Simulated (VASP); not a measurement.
# Rh (Fd-3m) in VASP: a series of runs

Rh is run at these levels: RPBE; tasks: single point.

Program: VASP 6.6.1. These are calculated values, not measurements. Logs are shortened: lines on timing, memory, paths and dates and some standing lists are left out, and cuts for length are marked.

## 1. The cell of the first run

Symmetry: Fd-3m, No. 227, cubic system. The conventional cell has a = 5.487 Å, b = 5.487 Å, c = 5.487 Å, α = 90.00°, β = 90.00°, γ = 90.00°. Rh (site symmetry -43m) has 4 Rh at 2.38 Å within 3.1 Å.

This isn't the form of Rh at room conditions, which is fcc.

## 2. Single point, RPBE (20.66 Å³/atom)

File INCAR:

```
PREC     = Accurate       # precision mode
ENCUT    = 520            # plane-wave cutoff, eV
EDIFF    = 1E-7           # SCF threshold, eV
ISMEAR   = -1             # smearing method
SIGMA    = 0.1            # smearing width, eV
LREAL    = False          # projectors in reciprocal space
LASPH    = True           # aspherical terms in the spheres
NELM     = 60             # most SCF steps
ALGO     = Normal         # electronic algorithm
ISIF     = 2              # what is computed and relaxed
LWAVE    = False          # write WAVECAR
LCHARG   = False          # write CHGCAR
GGA      = RP             # functional
NBANDS   = 22             # bands
```

File KPOINTS:

```
Automatic mesh
0
Gamma
  11 11 11
```

File POSCAR:

```
Rh
1.0
    0.0000000000      2.7437367431      2.7437367431
    2.7437367431      0.0000000000      2.7437367431
    2.7437367431      2.7437367431      0.0000000000
Rh
2
Direct
    0.1250000000      0.1250000000      0.1250000000
    0.8750000000      0.8750000000      0.8750000000
```

Potentials or basis: VASP PAW PBE potentials, release 64 (Rh_pv).

The run is started by

```bash
$ cat potpaw_PBE.64/Rh_pv/POTCAR > POTCAR
$ mpirun -np 1 vasp_std > vasp.out
```

OUTCAR:

```text
PREC = Accurate
   ENCUT = 520
   EDIFF = 1E-7
   ISMEAR = -1
   LREAL = False
   LASPH = True
   NELM = 60
   ISIF = 2
   GGA = RP

 ion  position               nearest neighbor table
   1  0.125  0.125  0.125-   2 2.38   2 2.38   2 2.38   2 2.38
   2  0.875  0.875  0.875-   1 2.38   1 2.38   1 2.38   1 2.38

  LATTYP: Found a face centered cubic cell.
 ALAT       =     5.4874734862

  Lattice vectors:

 A1 = (   0.0000000000,   2.7437367431,   2.7437367431)
 A2 = (   2.7437367431,   0.0000000000,   2.7437367431)
 A3 = (   2.7437367431,   2.7437367431,   0.0000000000)

Analysis of symmetry for initial positions (statically):
=====================================================================
 Subroutine PRICEL returns:
 Original cell was already a primitive cell.

 Routine SETGRP: Setting up the symmetry group for a
 face centered cubic supercell.

 Subroutine GETGRP returns: Found 48 space group operations
 (whereof 12 operations were pure point group operations)
 out of a pool of 48 trial point group operations.

The static configuration has the point symmetry D_3d.
 The point group associated with its full space group is O_h .

Analysis of symmetry for dynamics (positions and initial velocities):
=====================================================================
 Subroutine PRICEL returns:
 Original cell was already a primitive cell.

 Routine SETGRP: Setting up the symmetry group for a
 face centered cubic supercell.

 Subroutine GETGRP returns: Found 48 space group operations
 (whereof 12 operations were pure point group operations)
 out of a pool of 48 trial point group operations.

The dynamic configuration has the point symmetry D_3d.
 The point group associated with its full space group is O_h .

 Subroutine INISYM returns: Found 48 space group operations
 (whereof 12 operations are pure point group operations),
 and found     1 'primitive' translations

----------------------------------------------------------------------------------------

                                     Primitive cell

  volume of cell :      41.3102

  direct lattice vectors                    reciprocal lattice vectors
     0.000000000  2.743736743  2.743736743    -0.182233227  0.182233227  0.182233227
     2.743736743  0.000000000  2.743736743     0.182233227 -0.182233227  0.182233227
     2.743736743  2.743736743  0.000000000     0.182233227  0.182233227 -0.182233227

  length of vectors
     3.880229714  3.880229714  3.880229714     0.315637208  0.315637208  0.315637208

  position of ions in fractional coordinates (direct lattice)
     0.125000000  0.125000000  0.125000000
     0.875000000  0.875000000  0.875000000

  ion indices of the primitive-cell ions
   primitive index   ion index
                 1           1
                 2           2

----------------------------------------------------------------------------------------

 KPOINTS: Automatic mesh

Automatic generation of k-mesh.
 Grid dimensions read from file:
 generate k-points for:   11   11   11

 Generating k-lattice:

  Cartesian coordinates                     Fractional coordinates (reciprocal lattice)
    -0.016566657  0.016566657  0.016566657     0.090909091  0.000000000  0.000000000
     0.016566657 -0.016566657  0.016566657     0.000000000  0.090909091  0.000000000
     0.016566657  0.016566657 -0.016566657     0.000000000  0.000000000  0.090909091

  Length of vectors
     0.028694292  0.028694292  0.028694292

  Shift w.r.t. Gamma in fractional coordinates (k-lattice)
     0.000000000  0.000000000  0.000000000

 Subroutine IBZKPT returns following result:
 ===========================================

 Found     56 irreducible k-points:

 Following reciprocal coordinates:
            Coordinates               Weight
  0.000000  0.000000  0.000000      1.000000
  0.090909  0.000000  0.000000      8.000000
  0.181818  0.000000  0.000000      8.000000
  0.272727  0.000000  0.000000      8.000000
  0.363636  0.000000  0.000000      8.000000
  0.454545  0.000000  0.000000      8.000000
[... 16 lines left out ...]
 -0.272727  0.181818  0.000000     24.000000
 -0.181818  0.181818  0.000000     12.000000
 [... further k-points ...]
   k-points           NKPTS =     56   k-points in BZ     NKDIM =     56   number of bands    NBANDS=     22
   number of dos      NEDOS =    301   number of ions     NIONS =      2
   total plane-waves  NPLWV =  27000
   dimension x,y,z NGX =    30 NGY =   30 NGZ =   30
   dimension x,y,z NGXF=    60 NGYF=   60 NGZF=   60
   ions per type =               2
   NGX,Y,Z   is equivalent  to a cutoff of  12.85, 12.85, 12.85 a.u.
   NGXF,Y,Z  is equivalent  to a cutoff of  25.71, 25.71, 25.71 a.u.
 SYSTEM =  unknown system
   PREC   = accura    normal or accurate (medium, high low for compatibility)
   ISTART =      0    job   : 0-new  1-cont  2-samecut
   ICHARG =      2    charge: 1-file 2-atom 10-const
   ISPIN  =      1    spin polarized calculation?
   LNONCOLLINEAR =      F non collinear calculations
   LSORBIT =      F    spin-orbit coupling
   LASPH  =      T    aspherical Exc in radial PAW
   ENCUT  =  520.0 eV  38.22 Ry    6.18 a.u.   7.21  7.21  7.21*2*pi/ulx,y,z
   NELM   =     60;   NELMIN=  2; NELMDL= -5     # of ELM steps
   EDIFF  = 0.1E-06   stopping-criterion for ELM
   LREAL  =      F    real-space projection
   EDIFFG = 0.1E-05   stopping-criterion for IOM
   NSW    =      0    number of steps for IOM
   IBRION =     -1    ionic relax: 0-MD 1-quasi-New 2-CG
   NFREE  =      0    steps in history (QN), initial steepest desc. (CG)
   ISIF   =      2    stress and relaxation
   ISYM   =      2    0-nonsym 1-usesym 2-fastsym
   POTIM  = 0.5000    time-step for ionic-motion
   TEBEG  =    0.0;   TEEND  =   0.0 temperature during run
   PSTRESS=    0.0 pullay stress
   NELECT =      30.0000    total number of electrons
   NUPDOWN=      -1.0000    fix difference up-down
   EMIN   =  10.00;   EMAX   =-10.00  energy-range for DOS
   EFERMI =   0.00;   METHOD = LEGACY
   ISMEAR =    -1;   SIGMA  =   0.10  broadening in eV -4-tet -1-fermi 0-gaus
   EFERMI_NEDOS =   21; number of points for ismear=-14 and -15
   IALGO  =     38    algorithm
   IMIX   =      4    mixing-type and parameters
     AMIX     =   0.40;   BMIX     =  1.00
     AMIX_MAG =   1.60;   BMIX_MAG =  1.00
  volume/ion in A,a.u.               =      20.66       139.39
  Fermi-wavevector in a.u.,A,eV,Ry     =   1.471509  2.780748 29.461207  2.165338
  Thomas-Fermi vector in A             =   2.586636
   LORBIT       =      0    0 simple, 1 ext, 2 COOP (PROOUT), +10 PAW based schemes
   GGA     = RP    functional components
   LHFCALC =     F    Hartree Fock is set to
   AEXX    =    0.0000 exact exchange contribution
   IVDW    =     0    specifies the selected vdW correction
   LEPSILON=     F    determine dielectric tensor
   LRPA    =     F    only Hartree local field effects (RPA)
 non-spin polarized calculation
  energy-cutoff  :      520.00
  volume of cell :       41.31
 maximum number of plane-waves:      1139
 NGX is ok and might be reduce to    30
   NGX = 15   NGY = 15   NGZ = 15

 number of electron      30.0000007 magnetization

 Free energy of the ion-electron system (eV)
  ---------------------------------------------------
  ext. energy  EPLUGINS =         0.00000000
  ---------------------------------------------------
  free energy    TOTEN  =       -11.20607157 eV

  energy without entropy =      -11.09951354  energy(sigma->0) =      -11.15279256

 E-fermi :   6.6376     XC(G=0): -11.0558

 val. band max:        6.6305868650   @ k =   0.4545   0.0909   0.0000
 cond. band min:       6.6557765463   @ k =  -0.4545   0.3636   0.1818
 fundamental gap:      0.0251896813
 Fermi energy:         6.6376311796

 k-point     1 :       0.0000    0.0000    0.0000
  band No.  band energies     occupation
      1     -40.5069      2.00000
      2     -40.5069      2.00000
      3     -40.5069      2.00000
      4     -39.8732      2.00000
      5     -39.8732      2.00000
      6     -39.8732      2.00000
[... 14 lines left out ...]
     21      19.4326      0.00000
     22      19.6243      0.00000

 k-point     2 :       0.0909    0.0000    0.0000
  band No.  band energies     occupation
      1     -40.5127      2.00000
      2     -40.5127      2.00000
      3     -40.5053      2.00000
      4     -39.8754      2.00000
      5     -39.8673      2.00000
      6     -39.8673      2.00000
[... 14 lines left out ...]
     21      18.8467      0.00000
     22      20.1246      0.00000

 k-point     3 :       0.1818    0.0000    0.0000
  band No.  band energies     occupation
      1     -40.5275      2.00000
      2     -40.5275      2.00000
      3     -40.5008      2.00000
      4     -39.8814      2.00000
      5     -39.8520      2.00000
      6     -39.8520      2.00000
[... 14 lines left out ...]
     21      18.0762      0.00000
     22      20.6681      0.00000

 k-point     4 :       0.2727    0.0000    0.0000
  band No.  band energies     occupation
      1     -40.5460      2.00000
      2     -40.5460      2.00000
      3     -40.4951      2.00000
      4     -39.8892      2.00000
      5     -39.8329      2.00000
      6     -39.8329      2.00000
[... 14 lines left out ...]
     21      17.5343      0.00000
     22      20.4984      0.00000

 k-point     5 :       0.3636    0.0000    0.0000
  band No.  band energies     occupation
      1     -40.5621      2.00000
      2     -40.5621      2.00000
      3     -40.4899      2.00000
      4     -39.8962      2.00000
      5     -39.8162      2.00000
      6     -39.8162      2.00000
[... 417 lines left out ...]
 k-point    22 :      -0.3636    0.1818    0.0000
  band No.  band energies     occupation
      1     -40.6238      2.00000
      2     -40.5806      2.00000
      3     -40.4034      2.00000
      4     -39.9819      2.00000
      5     -39.7971      2.00000
      6     -39.7566      2.00000
[... 14 lines left out ...]
     21      17.2852      0.00000
     22      21.4845      0.00000

 k-point    23 :      -0.2727    0.1818    0.0000
  band No.  band energies     occupation
      1     -40.6106      2.00000
      2     -40.5637      2.00000
      3     -40.4269      2.00000
      4     -39.9577      2.00000
      5     -39.8145      2.00000
      6     -39.7695      2.00000
[... 14 lines left out ...]
     21      17.5094      0.00000
     22      21.0451      0.00000

 k-point    24 :      -0.1818    0.1818    0.0000
  band No.  band energies     occupation
      1     -40.5861      2.00000
      2     -40.5453      2.00000
      3     -40.4560      2.00000
      4     -39.9278      2.00000
      5     -39.8335      2.00000
      6     -39.7936      2.00000
[... 14 lines left out ...]
     21      17.8052      0.00000
     22      20.5024      0.00000

 [... further k-points ...]

------------------------ aborting loop because EDIFF is reached ----------------------------------------

  FORCE on cell =-STRESS in cart. coord.  units (eV):
  Direction    XX          YY          ZZ          XY          YZ          ZX
  --------------------------------------------------------------------------------------
  -------------------------------------------------------------------------------------
  Total        1.3542637      1.3542637      1.3542637     -0.0000000     -0.0000000     -0.0000000
  in kB       52.5238441     52.5238441     52.5238441     -0.0000000     -0.0000000     -0.0000000
  external PRESSURE =      52.5238441 kB  Pullay stress =       0.0000000 kB

 VOLUME and BASIS-vectors are now :
 -----------------------------------------------------------------------------
  energy-cutoff  :      520.00
  volume of cell :       41.31
      direct lattice vectors                 reciprocal lattice vectors
     0.000000000  2.743736743  2.743736743    -0.182233227  0.182233227  0.182233227
     2.743736743  0.000000000  2.743736743     0.182233227 -0.182233227  0.182233227
     2.743736743  2.743736743  0.000000000     0.182233227  0.182233227 -0.182233227

 POSITION                                       TOTAL-FORCE (eV/Angst)
 -----------------------------------------------------------------------------------
      0.68593      0.68593      0.68593        -0.000000     -0.000000     -0.000000
      4.80154      4.80154      4.80154         0.000000      0.000000      0.000000
 -----------------------------------------------------------------------------------
    total drift:                               -0.000000      0.000000      0.000000

  FREE ENERGIE OF THE ION-ELECTRON SYSTEM (eV)
  ---------------------------------------------------
  free  energy   TOTEN  =       -11.2060715736 eV

  energy  without entropy=      -11.0995135432  energy(sigma->0) =      -11.15279256
```

It took 77 s on 1 thread of Intel Xeon 8259CL, shared host; peak memory 0.19 GiB.

What came out:

| Item | Value |
| --- | --- |
| Free energy | -11.2061 eV |
| Pressure | 5.3 GPa |
| Band gap on the k mesh | zero (bands 15 and 16 overlap by 1.15 eV) |

Caveat: the cell stands under pressure; the PAW data sets were made with another functional, which shifts forces and pressure a little.

## 3. Single point, RPBE (21.52 Å³/atom)

This run uses another cell than the first one, of 21.52 Å³/atom.

File INCAR:

```
  PREC = Accurate
  ENCUT = 520
  EDIFF = 1E-7
  ISMEAR = -1
  SIGMA = 0.1
  LREAL = False
  LASPH = True
  NELM = 80
  ALGO = Normal
  ISIF = 2
  LWAVE = False
  LCHARG = False
  GGA = RP
  NBANDS = 22
```

KPOINTS is that of step 2.

File POSCAR:

```
Rh
1.0
    0.0000000000      2.7813268490      2.7813268490
    2.7813268490      0.0000000000      2.7813268490
    2.7813268490      2.7813268490      0.0000000000
Rh
2
Direct
    0.1250000000      0.1250000000      0.1250000000
    0.8750000000      0.8750000000      0.8750000000
```

Potentials or basis: VASP PAW PBE potentials, release 64 (Rh_pv).

The run is started by

```bash
$ cat potpaw_PBE.64/Rh_pv/POTCAR > POTCAR
$ mpirun -np 1 vasp_std > vasp.out
```

Run time: 74 s. Hardware: 1 thread of Intel Xeon 8259CL, shared host; peak memory 0.19 GiB.

It converged, with:

```yaml
Free_energy: -11.2338 eV
Pressure: 0.0 GPa
Band_gap_on_the_k_mesh: zero (bands 15 and 16 overlap by 1.08 eV)
```

Levels at points of the mesh, in eV from the Fermi level:
```tsv
k point	band 12	band 13	band 14	band 15	band 16	band 17	band 18	band 19
(0.00, 0.00, 0.00)	-3.75	-1.36	-1.36	-1.36	0.33	0.33	12.47	12.56
```

Caveat: the PAW data sets were made with another functional, which shifts forces and pressure a little.

## 4. Single point, RPBE (22.38 Å³/atom)

This run uses another cell than the first one, of 22.38 Å³/atom.

File INCAR:

```
SYSTEM = Rh
PREC     = Accurate       ! precision mode
ENCUT    = 520            ! plane-wave cutoff, eV
EDIFF    = 1E-7           ! SCF threshold, eV
ISMEAR   = -1             ! smearing method
SIGMA    = 0.1            ! smearing width, eV
LREAL    = .FALSE.        ! projectors in reciprocal space
LASPH    = .TRUE.         ! aspherical terms in the spheres
NELM     = 80             ! most SCF steps
ALGO     = Normal         ! electronic algorithm
ISIF     = 2              ! what is computed and relaxed
LWAVE    = .FALSE.        ! write WAVECAR
LCHARG   = .FALSE.        ! write CHGCAR
GGA      = RP             ! functional
NBANDS   = 22             ! bands
```

File KPOINTS:

```
Automatic mesh
0
G
  11 11 11
  0 0 0
```

File POSCAR:

```
Rh
1.0
    0.0000000000      2.8179274522      2.8179274522
    2.8179274522      0.0000000000      2.8179274522
    2.8179274522      2.8179274522      0.0000000000
Rh
2
Direct
    0.1250000000      0.1250000000      0.1250000000
    0.8750000000      0.8750000000      0.8750000000
```

Potentials or basis: VASP PAW PBE potentials, release 64 (Rh_pv).

The run is started by

```bash
$ cat potpaw_PBE.64/Rh_pv/POTCAR > POTCAR
$ mpirun -np 1 vasp_std > vasp.out
```

OUTCAR:

```text
SYSTEM = Rh
   PREC = Accurate
   ENCUT = 520
   EDIFF = 1E-7
   ISMEAR = -1
   LREAL = .FALSE.
   LASPH = .TRUE.
   NELM = 80
   ISIF = 2
   GGA = RP

 ion  position               nearest neighbor table
   1  0.125  0.125  0.125-   2 2.44   2 2.44   2 2.44   2 2.44
   2  0.875  0.875  0.875-   1 2.44   1 2.44   1 2.44   1 2.44

  LATTYP: Found a face centered cubic cell.
 ALAT       =     5.6358549044

  Lattice vectors:

[... 788 lines left out ...]

------------------------ aborting loop because EDIFF is reached ----------------------------------------

  FORCE on cell =-STRESS in cart. coord.  units (eV):
  Direction    XX          YY          ZZ          XY          YZ          ZX
  --------------------------------------------------------------------------------------
  -------------------------------------------------------------------------------------
  Total       -1.1243645     -1.1243645     -1.1243645      0.0000000     -0.0000000      0.0000000
  in kB      -40.2530030    -40.2530030    -40.2530030      0.0000000     -0.0000000      0.0000000
  external PRESSURE =     -40.2530030 kB  Pullay stress =       0.0000000 kB

 VOLUME and BASIS-vectors are now :
 -----------------------------------------------------------------------------
  energy-cutoff  :      520.00
  volume of cell :       44.75
      direct lattice vectors                 reciprocal lattice vectors
     0.000000000  2.817927452  2.817927452    -0.177435370  0.177435370  0.177435370
     2.817927452  0.000000000  2.817927452     0.177435370 -0.177435370  0.177435370
     2.817927452  2.817927452  0.000000000     0.177435370  0.177435370 -0.177435370

 POSITION                                       TOTAL-FORCE (eV/Angst)
 -----------------------------------------------------------------------------------
      0.70448      0.70448      0.70448         0.000000     -0.000000     -0.000000
      4.93137      4.93137      4.93137        -0.000000      0.000000      0.000000
 -----------------------------------------------------------------------------------
    total drift:                               -0.000000      0.000000      0.000000

  FREE ENERGIE OF THE ION-ELECTRON SYSTEM (eV)
  ---------------------------------------------------
  free  energy   TOTEN  =       -11.2119912994 eV

  energy  without entropy=      -11.0873462394  energy(sigma->0) =      -11.14966877
```

stdout:

```text
POSCAR found type information on POSCAR Rh
 POSCAR found :  1 types and       2 ions
 scaLAPACK will be used
 -----------------------------------------------------------------------------
|                                                                             |
|                                                                             |
|     You enforced a specific xc type in the INCAR file but a different       |
|     I HOPE YOU KNOW WHAT YOU ARE DOING!                                     |
|                                                                             |
 -----------------------------------------------------------------------------

 LDA part: xc-table for (Slater+PW92), standard interpolation
 POSCAR, INCAR and KPOINTS ok, starting setup
 FFT: planning ... GRIDC
 FFT: planning ... GRID_SOFT
 FFT: planning ... GRID
 WAVECAR not read
 entering main loop
```

It took 79 s on 1 thread of Intel Xeon 8259CL, shared host; peak memory 0.19 GiB.

Results:

```
Free energy            : -11.2120 eV
Pressure               : -4.0 GPa
Band gap on the k mesh : zero (bands 15 and 16 overlap by 1.01 eV)
```

Caveat: the cell stands under tension; the PAW data sets were made with another functional, which shifts forces and pressure a little.

## 5. The runs side by side

```tsv
cell	gap on the mesh (eV)	pressure (GPa)
a = 3.880 Å, angles 60.0°, 2 atoms	none	5.3
a = 3.933 Å, angles 60.0°, 2 atoms	none	0.0
a = 3.985 Å, angles 60.0°, 2 atoms	none	-4.0
```

Alike in all rows: task single point; level RPBE; potentials or basis VASP PAW PBE potentials, release 64 (Rh_pv); no spin polarisation; k mesh 11 × 11 × 11; cutoff (eV) 520; smearing fermi-dirac 0.1 eV.

Caveats: the PAW data sets were made with another functional, which shifts forces and pressure a little; the cell stands under pressure (at least some runs); the cell stands under tension (at least some runs).

Total energies depend on the potentials used, so only differences within one code and one set of settings carry meaning.
